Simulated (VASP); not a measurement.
Runs of VASP 6.6.1 on W. The structure is that of space group Fm-3m (No. 225), or close to it. The cells are those of the table. 

```csv
cell,gap on the mesh (eV),pressure (GPa)
"a = 2.890 Å, angles 60.0°, 1 atom",none,(a)
"a = 2.909 Å, angles 60.0°, 1 atom",none,-13.5
"a = 2.812 Å, angles 60.0°, 1 atom",none,15.1
"a = 2.852 Å, angles 60.0°, 1 atom",none,(b)
"a = 2.927 Å, angles 60.0°, 1 atom",none,-17.6
```

Alike in all rows: task single point; level PBE; potentials or basis VASP PAW PBE potentials, release 64 (W_sv); no spin polarisation; k mesh 10 × 10 × 10; cutoff (eV) 500; smearing fermi-dirac 0.05 eV.

Problem. Estimate the missing entries.

Solution. (a) -8.9; (b) 1.8.

Caveats: spin-orbit coupling is left out, which moves the levels of the heavy elements.

A k mesh can miss the band edges, and the runs leave out spin-orbit coupling on W.

A gap of «none» marks levels without a gap at the run's occupations.
